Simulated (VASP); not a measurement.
A run of VASP 6.6.1 is set up as follows.

File POSCAR:

```
GaP
1.0
    0.0000000000      2.7254102062      2.7254102062
    2.7254102062      0.0000000000      2.7254102062
    2.7254102062      2.7254102062      0.0000000000
Ga P
1 1
Direct
    0.0000000000      0.0000000000      0.0000000000
    0.2500000000      0.2500000000      0.2500000000
```

INCAR.step1

```
  ALGO = Normal
  EDIFF = 1E-8
  ENCUT = 500
  GGA = PE
  ISMEAR = 0
  LASPH = T
  LCHARG = F
  LREAL = F
  LWAVE = T
  NELM = 80
  PREC = Accurate
  SIGMA = 0.01
```

Contents of INCAR.step2:

```
  ALGO = Exact
  EDIFF = 1E-8
  ENCUT = 500
  GGA = PE
  ISMEAR = 0
  ISTART = 1
  LASPH = T
  LCHARG = F
  LOPTICS = T
  LREAL = F
  LWAVE = T
  NBANDS = 161
  NELM = 1
  PREC = Accurate
  SIGMA = 0.01
```

INCAR.step3

```
  ALGO = EVGW0
  EDIFF = 1E-8
  ENCUT = 500
  ENCUTGW = 140.0
  GGA = PE
  ISMEAR = 0
  ISTART = 1
  LASPH = T
  LCHARG = F
  LREAL = F
  LWAVE = F
  NBANDS = 161
  NBANDSGW = 17
  NELMGW = 1
  NOMEGA = 96
  OMEGAMAX = 20
  PREC = Accurate
  PRECFOCK = Fast
  SIGMA = 0.01
```

The input KPOINTS:

```
k-points
0
Gamma
  4 4 4
```

Potentials or basis: VASP PAW PBE potentials, release 64 (Ga_d_GW, P_GW).

The run is started by

```bash
$ cat potpaw_PBE.64/Ga_d_GW/POTCAR potpaw_PBE.64/P_GW/POTCAR > POTCAR
$ cp INCAR.step1 INCAR
$ mpirun -np 1 vasp_std > vasp.out
$ cp INCAR.step2 INCAR
$ mpirun -np 1 vasp_std > vasp.out
$ cp INCAR.step3 INCAR
$ mpirun -np 1 vasp_std > vasp.out
```

Q: What does it give for the quasiparticle gap?

A: 2.11 eV.

Q: What does it give for the least direct quasiparticle gap?

A: 2.71 eV.

Q: Estimate the band gap of the starting levels on the mesh.

A: 1.63 eV.

Q: Predict the least direct gap of the starting levels on the mesh.

A: 1.81 eV.

Caveat: the k points lie up to 0.50 Å⁻¹ apart; bands, screening cutoff and mesh are small and nothing is extrapolated, so the quasiparticle values aren't converged.
